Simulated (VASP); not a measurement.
# Rh (P6_3/mmc) in VASP: single point with LDA

Aim: the single point of Rh with LDA.

Everything below comes from runs of VASP 6.6.1. Logs are shortened: lines on timing, memory, paths and dates and some standing lists are left out, and cuts for length are marked.

## (1) The cell of the first run

The structure is hexagonal, space group P6_3/mmc (No. 194). The conventional cell has a = 2.692 Å, b = 2.692 Å, c = 8.798 Å, α = 90.00°, β = 90.00°, γ = 120.00°. Within 3.5 Å of Rh (site symmetry -3m) lie 12 Rh at 2.69 Å. Rh (site symmetry -6m2) has 12 Rh at 2.69 Å within 3.5 Å.

This isn't the form of Rh at room conditions, which is fcc.

## (2) Single point, LDA

The input, POSCAR:

```
Rh
1.0
    2.6917450000      0.0000000000      0.0000000000
   -1.3458725000      2.3311195505      0.0000000000
    0.0000000000      0.0000000000      8.7980700000
Rh
4
Direct
    0.0000000000      0.0000000000      0.0000000000
    0.3333333333      0.6666666667      0.2500000000
    0.0000000000      0.0000000000      0.5000000000
    0.6666666667      0.3333333333      0.7500000000
```

The input, INCAR.step1:

```
PREC     = Accurate       # precision mode
ENCUT    = 520            # plane-wave cutoff, eV
EDIFF    = 1E-6           # SCF threshold, eV
ISMEAR   = -1             # smearing method
SIGMA    = 0.15           # smearing width, eV
LREAL    = F              # projectors in reciprocal space
LASPH    = T              # aspherical terms in the spheres
NELM     = 60             # most SCF steps
ALGO     = Normal         # electronic algorithm
ISIF     = 2              # what is computed and relaxed
LWAVE    = F              # write WAVECAR
LCHARG   = T              # write CHGCAR
LMAXMIX  = 4              # l up to which the mixer works
GGA      = CA             # functional
NBANDS   = 38             # bands
```

The input, KPOINTS.step1:

```
regular mesh
0
Gamma
  9 9 3
```

The input, INCAR.step2:

```
PREC     = Accurate       # precision mode
ENCUT    = 520            # plane-wave cutoff, eV
EDIFF    = 1E-6           # SCF threshold, eV
ISMEAR   = -5             # smearing method
SIGMA    = 0.15           # smearing width, eV
LREAL    = F              # projectors in reciprocal space
LASPH    = T              # aspherical terms in the spheres
NELM     = 60             # most SCF steps
ALGO     = Normal         # electronic algorithm
ISIF     = 2              # what is computed and relaxed
LWAVE    = F              # write WAVECAR
LCHARG   = F              # write CHGCAR
LMAXMIX  = 4              # l up to which the mixer works
GGA      = CA             # functional
LORBIT   = 10             # projections on sites
NBANDS   = 38             # bands
NEDOS    = 2001           # points of the DOS
ICHARG   = 11             # starting density
```

The input, KPOINTS.step2:

```
regular mesh
0
Gamma
  14 14 5
```

Potentials or basis: VASP PAW LDA potentials, release 64 (Rh_pv).

Run with:

```
> cat potpaw_LDA.64/Rh_pv/POTCAR > POTCAR
> cp INCAR.step1 INCAR
> cp KPOINTS.step1 KPOINTS
> mpirun -np 1 vasp_std > vasp.out
> cp INCAR.step2 INCAR
> cp KPOINTS.step2 KPOINTS
> mpirun -np 1 vasp_std > vasp.out
```

OUTCAR:

```text
PREC = Accurate
   ENCUT = 520
   EDIFF = 1E-6
   ISMEAR = -5
   LREAL = F
   LASPH = T
   NELM = 60
   ISIF = 2
   GGA = CA
   LORBIT = 10
   ICHARG = 11

 ion  position               nearest neighbor table
   1  0.000  0.000  0.000-   2 2.69   4 2.69   2 2.69   4 2.69   4 2.69   2 2.69
   2  0.333  0.667  0.250-   1 2.69   3 2.69   1 2.69   3 2.69   1 2.69   3 2.69
   3  0.000  0.000  0.500-   2 2.69   4 2.69   2 2.69   4 2.69   4 2.69   2 2.69
   4  0.667  0.333  0.750-   1 2.69   3 2.69   1 2.69   3 2.69   1 2.69   3 2.69

  LATTYP: Found a hexagonal cell.
 ALAT       =     2.6917450000
 C/A-ratio  =     3.2685376958

  Lattice vectors:

 A1 = (   2.6917450000,   0.0000000000,   0.0000000000)
 A2 = (  -1.3458725000,   2.3311195505,   0.0000000000)
 A3 = (   0.0000000000,   0.0000000000,   8.7980700000)

Analysis of symmetry for initial positions (statically):
=====================================================================
 Subroutine PRICEL returns:
 Original cell was already a primitive cell.

 Routine SETGRP: Setting up the symmetry group for a
 hexagonal supercell.

 Subroutine GETGRP returns: Found 24 space group operations
 (whereof 12 operations were pure point group operations)
 out of a pool of 24 trial point group operations.

The static configuration has the point symmetry D_3d.
 The point group associated with its full space group is D_6h.

Analysis of symmetry for dynamics (positions and initial velocities):
=====================================================================
 Subroutine PRICEL returns:
 Original cell was already a primitive cell.

 Routine SETGRP: Setting up the symmetry group for a
 hexagonal supercell.

 Subroutine GETGRP returns: Found 24 space group operations
 (whereof 12 operations were pure point group operations)
 out of a pool of 24 trial point group operations.

The dynamic configuration has the point symmetry D_3d.
 The point group associated with its full space group is D_6h.

 Subroutine INISYM returns: Found 24 space group operations
 (whereof 12 operations are pure point group operations),
 and found     1 'primitive' translations

----------------------------------------------------------------------------------------

                                     Primitive cell

  volume of cell :      55.2059

  direct lattice vectors                    reciprocal lattice vectors
     2.691745000  0.000000000  0.000000000     0.371506216  0.214489214  0.000000000
    -1.345872500  2.331119550  0.000000000     0.000000000  0.428978428  0.000000000
     0.000000000  0.000000000  8.798070000     0.000000000  0.000000000  0.113661292

  length of vectors
     2.691745000  2.691745000  8.798070000     0.428978428  0.428978428  0.113661292

  position of ions in fractional coordinates (direct lattice)
     0.000000000  0.000000000  0.000000000
     0.333333333  0.666666667  0.250000000
     0.000000000  0.000000000  0.500000000
     0.666666667  0.333333333  0.750000000

  ion indices of the primitive-cell ions
   primitive index   ion index
                 1           1
                 2           2
                 3           3
                 4           4

----------------------------------------------------------------------------------------

 KPOINTS: regular mesh

Automatic generation of k-mesh.
 Grid dimensions read from file:
 generate k-points for:   14   14    5

 Generating k-lattice:

  Cartesian coordinates                     Fractional coordinates (reciprocal lattice)
     0.026536158  0.015320658  0.000000000     0.071428571  0.000000000  0.000000000
     0.000000000  0.030641316  0.000000000     0.000000000  0.071428571  0.000000000
     0.000000000  0.000000000  0.022732258     0.000000000  0.000000000  0.200000000

  Length of vectors
     0.030641316  0.030641316  0.022732258

  Shift w.r.t. Gamma in fractional coordinates (k-lattice)
     0.000000000  0.000000000  0.000000000

 TETIRR: Found    917 inequivalent tetrahedra from     5880

 Subroutine IBZKPT returns following result:
 ===========================================

 Found     72 irreducible k-points:

 Following reciprocal coordinates:
            Coordinates               Weight
  0.000000  0.000000  0.000000      1.000000
  0.071429 -0.000000  0.000000      6.000000
  0.142857 -0.000000  0.000000      6.000000
  0.214286 -0.000000  0.000000      6.000000
  0.285714 -0.000000  0.000000      6.000000
  0.357143  0.000000  0.000000      6.000000
[... 16 lines left out ...]
  0.285714  0.285714  0.000000      6.000000
  0.357143  0.285714  0.000000      6.000000
 [... further k-points ...]
   k-points           NKPTS =     72   k-points in BZ     NKDIM =     72   number of bands    NBANDS=     38
   number of dos      NEDOS =   2001   number of ions     NIONS =      4
   total plane-waves  NPLWV =  28000
   dimension x,y,z NGX =    20 NGY =   20 NGZ =   70
   dimension x,y,z NGXF=    40 NGYF=   40 NGZF=  140
   ions per type =               4
   NGX,Y,Z   is equivalent  to a cutoff of  12.35, 12.35, 13.23 a.u.
   NGXF,Y,Z  is equivalent  to a cutoff of  24.70, 24.70, 26.45 a.u.
 SYSTEM =  unknown system
   PREC   = accura    normal or accurate (medium, high low for compatibility)
   ISTART =      0    job   : 0-new  1-cont  2-samecut
   ICHARG =     11    charge: 1-file 2-atom 10-const
   ISPIN  =      1    spin polarized calculation?
   LNONCOLLINEAR =      F non collinear calculations
   LSORBIT =      F    spin-orbit coupling
   LASPH  =      T    aspherical Exc in radial PAW
   ENCUT  =  520.0 eV  38.22 Ry    6.18 a.u.   5.00  5.00 16.36*2*pi/ulx,y,z
   NELM   =     60;   NELMIN=  2; NELMDL=  0     # of ELM steps
   EDIFF  = 0.1E-05   stopping-criterion for ELM
   LREAL  =      F    real-space projection
   EDIFFG = 0.1E-04   stopping-criterion for IOM
   NSW    =      0    number of steps for IOM
   IBRION =     -1    ionic relax: 0-MD 1-quasi-New 2-CG
   NFREE  =      0    steps in history (QN), initial steepest desc. (CG)
   ISIF   =      2    stress and relaxation
   ISYM   =      2    0-nonsym 1-usesym 2-fastsym
   POTIM  = 0.5000    time-step for ionic-motion
   TEBEG  =    0.0;   TEEND  =   0.0 temperature during run
   PSTRESS=    0.0 pullay stress
   NELECT =      60.0000    total number of electrons
   NUPDOWN=      -1.0000    fix difference up-down
   EMIN   =  10.00;   EMAX   =-10.00  energy-range for DOS
   EFERMI =   0.00;   METHOD = LEGACY
   ISMEAR =    -5;   SIGMA  =   0.15  broadening in eV -4-tet -1-fermi 0-gaus
   EFERMI_NEDOS =   21; number of points for ismear=-14 and -15
   IALGO  =     38    algorithm
   IMIX   =      4    mixing-type and parameters
     AMIX     =   0.40;   BMIX     =  1.00
     AMIX_MAG =   1.60;   BMIX_MAG =  1.00
  volume/ion in A,a.u.               =      13.80        93.14
  Fermi-wavevector in a.u.,A,eV,Ry     =   1.683178  3.180745 38.546489  2.833087
  Thomas-Fermi vector in A             =   2.766425
   LORBIT       =     10    0 simple, 1 ext, 2 COOP (PROOUT), +10 PAW based schemes
   GGA     = CA    functional components
   LHFCALC =     F    Hartree Fock is set to
   AEXX    =    0.0000 exact exchange contribution
   IVDW    =     0    specifies the selected vdW correction
   LEPSILON=     F    determine dielectric tensor
   LRPA    =     F    only Hartree local field effects (RPA)
 non-spin polarized calculation
 Fermi weights with tetrahedron method with Bloechl corrections
  energy-cutoff  :      520.00
  volume of cell :       55.21
 maximum number of plane-waves:      1513
 NGX is ok and might be reduce to    20

 number of electron      59.9999994 magnetization

 Free energy of the ion-electron system (eV)
  ---------------------------------------------------
  ext. energy  EPLUGINS =         0.00000000
  ---------------------------------------------------
  free energy    TOTEN  =       -34.57604429 eV

  energy without entropy =      -34.57604429  energy(sigma->0) =      -34.57604429

 E-fermi :  11.6695     XC(G=0): -14.3265

 val. band max:       11.8273841813   @ k =   0.4286  -0.0000   0.0000
 cond. band min:      11.6189636402   @ k =   0.0714   0.0714   0.0000
 fundamental gap:     -0.2084205411
 Fermi energy:        11.6694692140

 k-point     1 :       0.0000    0.0000    0.0000
  band No.  band energies     occupation
      1     -35.2476      2.00000
      2     -34.8939      2.00000
      3     -34.8797      2.00000
      4     -34.6058      2.00000
      5     -34.6058      2.00000
      6     -34.5593      2.00000
[... 30 lines left out ...]
     37      20.1414      0.00000
     38      26.0465      0.00000

 k-point     2 :       0.0714   -0.0000    0.0000
  band No.  band energies     occupation
      1     -35.2357      2.00000
      2     -34.8968      2.00000
      3     -34.8827      2.00000
      4     -34.6337      2.00000
      5     -34.6148      2.00000
      6     -34.5812      2.00000
[... 30 lines left out ...]
     37      20.1115      0.00000
     38      26.2464      0.00000

 k-point     3 :       0.1429   -0.0000    0.0000
  band No.  band energies     occupation
      1     -35.2015      2.00000
      2     -34.9118      2.00000
      3     -34.8974      2.00000
      4     -34.7097      2.00000
      5     -34.6421      2.00000
      6     -34.6393      2.00000
[... 30 lines left out ...]
     37      20.0379      0.00000
[... 781 lines left out ...]
 k-point    23 :       0.2857    0.2857    0.0000
  band No.  band energies     occupation
      1     -35.1248      2.00000
      2     -35.0946      2.00000
      3     -35.0540      2.00000
      4     -34.9854      2.00000
      5     -34.9614      2.00000
      6     -34.9556      2.00000
[... 30 lines left out ...]
     37      19.7851      0.00000
     38      22.0955      0.00000

 k-point    24 :       0.3571    0.2857    0.0000
  band No.  band energies     occupation
      1     -35.1150      2.00000
      2     -35.0747      2.00000
      3     -35.0300      2.00000
      4     -35.0203      2.00000
      5     -34.9884      2.00000
      6     -34.9481      2.00000
[... 30 lines left out ...]
     37      19.3162      0.00000
     38      20.9256      0.00000

 [... further k-points ...]

------------------------ aborting loop because EDIFF is reached ----------------------------------------

  FORCE on cell =-STRESS in cart. coord.  units (eV):
  Direction    XX          YY          ZZ          XY          YZ          ZX
  --------------------------------------------------------------------------------------
  -------------------------------------------------------------------------------------
  Total       -4.0449312     -4.0449312     -4.7485552      0.0000000      0.0000000      0.0000000
  in kB     -117.3912827   -117.3912827   -137.8117344      0.0000000      0.0000000      0.0000000
  external PRESSURE =    -124.1980999 kB  Pullay stress =       0.0000000 kB

 VOLUME and BASIS-vectors are now :
 -----------------------------------------------------------------------------
  energy-cutoff  :      520.00
  volume of cell :       55.21
      direct lattice vectors                 reciprocal lattice vectors
     2.691745000  0.000000000  0.000000000     0.371506216  0.214489214  0.000000000
    -1.345872500  2.331119550  0.000000000     0.000000000  0.428978428  0.000000000
     0.000000000  0.000000000  8.798070000     0.000000000  0.000000000  0.113661292

 POSITION                                       TOTAL-FORCE (eV/Angst)
 -----------------------------------------------------------------------------------
      0.00000      0.00000      0.00000        -0.000000      0.000000      0.000000
     -0.00000      1.55408      2.19952         0.000000      0.000000      0.000000
      0.00000      0.00000      4.39903        -0.000000      0.000000      0.000000
      1.34587      0.77704      6.59855        -0.000000     -0.000000      0.000000
 -----------------------------------------------------------------------------------
    total drift:                               -0.000000     -0.000000      0.000000

  FREE ENERGIE OF THE ION-ELECTRON SYSTEM (eV)
  ---------------------------------------------------
  free  energy   TOTEN  =       -34.5760442920 eV

  energy  without entropy=      -34.5760442920  energy(sigma->0) =      -34.57604429

 total charge

# of ion       s       p       d       tot
------------------------------------------
    1        0.412   6.301   7.066  13.780
    2        0.412   6.303   7.062  13.776
    3        0.412   6.301   7.066  13.780
    4        0.412   6.303   7.062  13.776
--------------------------------------------------
tot          1.649  25.207  28.256  55.112
```

Run time: 2 min. Hardware: 1 thread of Intel Xeon 8259CL, shared host; peak memory 0.22 GiB.

Results:

| Quantity | Value |
| --- | --- |
| Valence electrons inside the program's atomic spheres | Rh 13.78 |

Caveat: tetrahedron occupations give inexact forces and stress in metals.
